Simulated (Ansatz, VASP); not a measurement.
Two plane-wave programs on F

File INCAR:

```
SYSTEM = F
ALGO = Normal
EDIFF = 1E-6
ENCUT = 520
GGA = PS
ISIF = 2
ISMEAR = 0
LASPH = .True.
LCHARG = .True.
LELF = .True.
LREAL = .False.
LVHAR = .True.
LWAVE = .False.
NBANDS = 22
NELM = 60
PREC = Accurate
SIGMA = 0.05
```

File KPOINTS:

```
k-points
0
Gamma
  4 4 2
  0 0 0
```

Contents of POSCAR:

```
F
1.0
    3.0414923524     -1.7480498951     -0.2345861287
    3.0414923524      1.7480498951     -0.2345861287
   -2.2869699080      0.0000000000      7.0004610119
F
4
Direct
    0.0848459664      0.0848459664      0.0740235354
    0.9151540336      0.9151540336      0.9259764646
    0.5015719855      0.5015719855      0.5937195244
    0.4984280145      0.4984280145      0.4062804756
```

Input for Ansatz:

```yaml
crystal:
  lattice:
    - [3.0414923524, -1.7480498951, -0.2345861287]
    - [3.0414923524, 1.7480498951, -0.2345861287]
    - [-2.286969908, 0.0, 7.0004610119]
  atoms:
    - { symbol: F, position: [0.0848459664, 0.0848459664, 0.0740235354] }
    - { symbol: F, position: [0.9151540336, 0.9151540336, 0.9259764646] }
    - { symbol: F, position: [0.5015719855, 0.5015719855, 0.5937195244] }
    - { symbol: F, position: [0.4984280145, 0.4984280145, 0.4062804756] }
basis:
  ecutwfc: 520.0
kpoints:
  mp_grid: { grid: [4, 4, 2] }
hamiltonian:
  xc: pbesol
scf:
  occupations: { method: gaussian, width: 0.05 }
output:
  forces: true
  stress: true
  eigenvalues: true
```

Alike in both runs: task single point; functional PBEsol; k mesh 4 × 4 × 2; occupations gaussian, width 0.05 eV; no spin polarisation.

```csv
,VASP,Ansatz
version,VASP 6.6.1,Ansatz 0.2.0
potentials or method,"VASP PAW PBE potentials, release 64 (F), cutoff 520 eV","scalar-relativistic, plane waves, PAW"
valence electrons in the cell,28,28
```

```csv
,VASP,Ansatz,Ansatz less VASP
gap on the k mesh at the Fermi level (eV),2.80,2.87,+0.068
least direct gap on the mesh (eV),2.87,2.94,+0.068
pressure (GPa),17.2,15.2,-2.07
"traceless stress, the component that is largest in VASP (GPa)",21.66,19.03,-2.634
rms of the force components (eV/Å),7.563,6.533,-1.0306
```

VASP's potentials were made for PBE, not for PBEsol. Atom by atom the forces differ by 1.038 eV/Å (rms over components). The functional is the same, so the differences come from potentials, cutoffs and numerics.

The k mesh is coarse, so the values compare programs but aren't converged. Noted on VASP's run: the standard files for N, O and F lose accuracy on very short bonds.
